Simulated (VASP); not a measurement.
# SiGe2C2 (Cmmm) in VASP: relaxation of cell and atoms with PBE

Aim: the relaxation of cell and atoms of SiGe2C2 with PBE.

All numbers are computed with VASP 6.6.1; they aren't measurements. Logs are shortened: lines on timing, memory, paths and dates and some standing lists are left out, and cuts for length are marked.

**1. The cell of the first run**

Symmetry: Cmmm, No. 65, orthorhombic system. Conventional cell: a = 2.581 Å, b = 5.454 Å, c = 13.054 Å, α = 90.00°, β = 90.00°, γ = 90.00°. Si (site symmetry mmm) has 2 Ge at 2.57 Å and 6 Si at 2.58 to 3.02 Å within 3.4 Å. Ge (site symmetry mm2) has 1 Si at 2.57 Å and 6 Ge at 2.58 to 3.02 Å within 3.4 Å. C (site symmetry 2/m) has 2 C at 1.29 Å within 1.7 Å.

The cell was generated, and may not be a known phase.

**2. Relaxation of cell and atoms, PBE**

Input file INCAR:

```
SYSTEM = SiGe2C2
PREC = Accurate
ENCUT = 600
EDIFF = 1E-7
ISMEAR = 0
SIGMA = 0.1
LREAL = .FALSE.
LASPH = .TRUE.
NELM = 100
ALGO = Fast
ISIF = 3
LWAVE = .FALSE.
LCHARG = .FALSE.
GGA = PE
IBRION = 2
NSW = 100
EDIFFG = -0.01
```

Input file KPOINTS:

```
regular mesh
0
G
  16 16 4
  0 0 0
```

Input file POSCAR:

```
SiGe2C2
1.0
    1.2905469480     -2.7269097635      0.0000000000
    1.2905469480      2.7269097635      0.0000000000
    0.0000000000      0.0000000000     13.0537495270
Si Ge C
1 2 2
Direct
    0.0000000000      0.0000000000      0.5000000000
    0.0000000000      0.0000000000      0.3032577056
    0.0000000000      0.0000000000      0.6967422944
    0.0000000000      0.5000000000      0.0000000000
    0.5000000000      0.0000000000      0.0000000000
```

Potentials or basis: VASP PAW PBE potentials, release 64 (Si, Ge_d, C).

Command:

```
$ cat potpaw_PBE.64/Si/POTCAR potpaw_PBE.64/Ge_d/POTCAR potpaw_PBE.64/C/POTCAR > POTCAR
$ mpirun -np 1 vasp_std > vasp.out
```

OUTCAR:

```text
SYSTEM = SiGe2C2
   PREC = Accurate
   ENCUT = 600
   EDIFF = 1E-7
   ISMEAR = 0
   LREAL = .FALSE.
   LASPH = .TRUE.
   NELM = 100
   ISIF = 3
   GGA = PE
   IBRION = 2
   NSW = 100
   EDIFFG = -0.01

 ion  position               nearest neighbor table
   1  0.000  0.000  0.500-   2 2.57   3 2.57
   2  0.000  0.000  0.303-   1 2.57
   3  0.000  0.000  0.697-   1 2.57
   4  0.000  0.500  0.000-   5 1.29   5 1.29
   5  0.500  0.000  0.000-   4 1.29   4 1.29

  LATTYP: Found a base centered orthorhombic cell.
 ALAT       =     2.5810938960
 B/A-ratio  =     2.1129876505
 C/A-ratio  =     5.0574485288

  Lattice vectors:

 A1 = (   1.2905469480,  -2.7269097635,   0.0000000000)
 A2 = (   1.2905469480,   2.7269097635,   0.0000000000)
 A3 = (   0.0000000000,   0.0000000000,  13.0537495270)

Analysis of symmetry for initial positions (statically):
=====================================================================
 Subroutine PRICEL returns:
 Original cell was already a primitive cell.

 Routine SETGRP: Setting up the symmetry group for a
 base centered orthorhombic supercell.

 Subroutine GETGRP returns: Found  8 space group operations
 (whereof  8 operations were pure point group operations)
 out of a pool of  8 trial point group operations.

The static configuration has the point symmetry D_2h.

Analysis of symmetry for dynamics (positions and initial velocities):
=====================================================================
 Subroutine PRICEL returns:
 Original cell was already a primitive cell.

 Routine SETGRP: Setting up the symmetry group for a
 base centered orthorhombic supercell.

 Subroutine GETGRP returns: Found  8 space group operations
 (whereof  8 operations were pure point group operations)
 out of a pool of  8 trial point group operations.

The dynamic configuration has the point symmetry D_2h.

 Subroutine INISYM returns: Found  8 space group operations
 (whereof  8 operations are pure point group operations),
 and found     1 'primitive' translations

----------------------------------------------------------------------------------------

                                     Primitive cell

[... 99 lines left out ...]
   NSW    =    100    number of steps for IOM
   IBRION =      2    ionic relax: 0-MD 1-quasi-New 2-CG
   NFREE  =      1    steps in history (QN), initial steepest desc. (CG)
   ISIF   =      3    stress and relaxation
   ISYM   =      2    0-nonsym 1-usesym 2-fastsym
   POTIM  = 0.5000    time-step for ionic-motion
   TEBEG  =    0.0;   TEEND  =   0.0 temperature during run
   PSTRESS=    0.0 pullay stress
   NELECT =      40.0000    total number of electrons
   NUPDOWN=      -1.0000    fix difference up-down
   EMIN   =  10.00;   EMAX   =-10.00  energy-range for DOS
   EFERMI =   0.00;   METHOD = LEGACY
   ISMEAR =     0;   SIGMA  =   0.10  broadening in eV -4-tet -1-fermi 0-gaus
   EFERMI_NEDOS =   21; number of points for ismear=-14 and -15
   IALGO  =     68    algorithm
   IMIX   =      4    mixing-type and parameters
     AMIX     =   0.40;   BMIX     =  1.00
     AMIX_MAG =   1.60;   BMIX_MAG =  1.00
  volume/ion in A,a.u.               =      18.38       124.00
  Fermi-wavevector in a.u.,A,eV,Ry     =   1.240771  2.344717 20.946333  1.539512
  Thomas-Fermi vector in A             =   2.375197
   LORBIT       =      0    0 simple, 1 ext, 2 COOP (PROOUT), +10 PAW based schemes
   GGA     = PE    functional components
   LHFCALC =     F    Hartree Fock is set to
   AEXX    =    0.0000 exact exchange contribution
   IVDW    =     0    specifies the selected vdW correction
   LEPSILON=     F    determine dielectric tensor
   LRPA    =     F    only Hartree local field effects (RPA)
 conjugate gradient relaxation of ions
 non-spin polarized calculation
 RMM-DIIS sequential band-by-band and
 Gauss-broadening in eV      SIGMA  =   0.10
  energy-cutoff  :      600.00
  volume of cell :       91.88
 maximum number of plane-waves:      3101
   NGX = 13   NGY = 13   NGZ = 53

--------------------------------------- Ionic step        1  -------------------------------------------

 number of electron      39.9999998 magnetization

 Free energy of the ion-electron system (eV)
  ---------------------------------------------------
  ext. energy  EPLUGINS =         0.00000000
  ---------------------------------------------------
  free energy    TOTEN  =       -29.15644295 eV

  energy without entropy =      -29.14486635  energy(sigma->0) =      -29.15065465

------------------------ aborting loop because EDIFF is reached ----------------------------------------

  FORCE on cell =-STRESS in cart. coord.  units (eV):
  Direction    XX          YY          ZZ          XY          YZ          ZX
  --------------------------------------------------------------------------------------
  -------------------------------------------------------------------------------------
  Total       -0.0985794     -0.0258039     -0.0324638      0.0000000      0.0000000      0.0000000
  in kB       -1.7190429     -0.4499723     -0.5661085      0.0000000      0.0000000      0.0000000
  external PRESSURE =      -0.9117079 kB  Pullay stress =       0.0000000 kB
[... 65 lines left out ...]
--------------------------------------- Ionic step        3  -------------------------------------------

 number of electron      39.9999998 magnetization

 Free energy of the ion-electron system (eV)
  ---------------------------------------------------
  ext. energy  EPLUGINS =         0.00000000
  ---------------------------------------------------
  free energy    TOTEN  =       -29.15646659 eV

  energy without entropy =      -29.14491839  energy(sigma->0) =      -29.15069249

 E-fermi :   4.0265     XC(G=0):  -9.4733

 val. band max:        4.0143753206   @ k =   0.4375   0.2500   0.0000
 cond. band min:       4.0463123713   @ k =   0.1875   0.0625   0.5000
 fundamental gap:      0.0319370507
 Fermi energy:         4.0264842559

 k-point     1 :       0.0000    0.0000    0.0000
  band No.  band energies     occupation
      1     -20.7758      2.00000
      2     -20.7758      2.00000
      3     -20.6581      2.00000
      4     -20.6574      2.00000
      5     -20.5883      2.00000
      6     -20.5883      2.00000
[... 637 lines left out ...]
     23       9.8377      0.00000
     24      11.1081      0.00000

 [... further k-points ...]

------------------------ aborting loop because EDIFF is reached ----------------------------------------

  FORCE on cell =-STRESS in cart. coord.  units (eV):
  Direction    XX          YY          ZZ          XY          YZ          ZX
  --------------------------------------------------------------------------------------
  -------------------------------------------------------------------------------------
  Total        0.0131694     -0.0156952     -0.0209852      0.0000000      0.0000000      0.0000000
  in kB        0.2297931     -0.2738655     -0.3661719      0.0000000      0.0000000      0.0000000
  external PRESSURE =      -0.1367481 kB  Pullay stress =       0.0000000 kB
[... 20 lines left out ...]
  FREE ENERGIE OF THE ION-ELECTRON SYSTEM (eV)
  ---------------------------------------------------
  free  energy   TOTEN  =       -29.1564665894 eV

  energy  without entropy=      -29.1449183881  energy(sigma->0) =      -29.15069249

 reached required accuracy - stopping structural energy minimisation
```

It took 54 min on 1 thread of Oxide Virtual Turin-like, shared host; peak memory 0.65 GiB.

What came out:

* Free energy: -29.1565 eV
* Relaxed volume: 18.36 Å³/atom
* Relaxed cell: a = 3.016 Å, b = 3.016 Å, c = 13.052 Å, α = 90.00°, β = 90.00°, γ = 129.36°
* Space group after relaxing (to 0.1 Å): Cmmm (No. 65)
* Energy gained by relaxing: 0.0 meV/atom
* Ionic steps: 3
* Pressure after relaxing: 0.0 GPa
* Largest force after relaxing: 0.005 eV/Å
* Band gap on the k mesh: zero (bands 20 and 21 overlap by 5.54 eV)

Forces in eV/Å, atoms in the order of the input:
```
Si   0.000  0.000  0.000
Ge   0.000  0.000 -0.005
Ge   0.000  0.000  0.005
C    0.000  0.000  0.000
C    0.000  0.000  0.000
```

Final structure:
```
CELL_PARAMETERS angstrom
1.29004 -2.72663 0.00000
1.29004 2.72663 0.00000
0.00000 0.00000 13.05207
ATOMIC_POSITIONS crystal
Si 0.00000 0.00000 0.50000
Ge 0.00000 0.00000 0.30326
Ge 0.00000 0.00000 0.69674
C 0.00000 0.50000 0.00000
C 0.50000 0.00000 0.00000
```

Levels at points of the mesh, in eV from the Fermi level:
```
           k point  band 17  band 18  band 19  band 20  band 21  band 22  band 23  band 24
(0.00, 0.00, 0.00)    -4.54    -2.93    -1.46     2.82     5.33     5.52     6.76     8.00
(0.50, 0.00, 0.00)    -3.04    -2.71    -0.36    -0.24    -0.20    -0.20     0.42     3.03
(0.50, 0.50, 0.00)    -5.62    -4.99    -4.54    -3.05    -1.74     1.77     3.43     5.56
(0.00, 0.00, 0.50)    -4.67    -2.93    -1.29     2.38     5.52     6.72     6.78     7.17
(0.50, 0.00, 0.50)    -3.05    -2.71    -0.24    -0.23    -0.22    -0.20     0.30     3.03
(0.50, 0.50, 0.50)    -5.63    -4.93    -4.60    -3.03    -1.72     1.71     3.36     5.98
```

The gap in the log of VASP goes by the Fermi energy; the results here count the filled bands.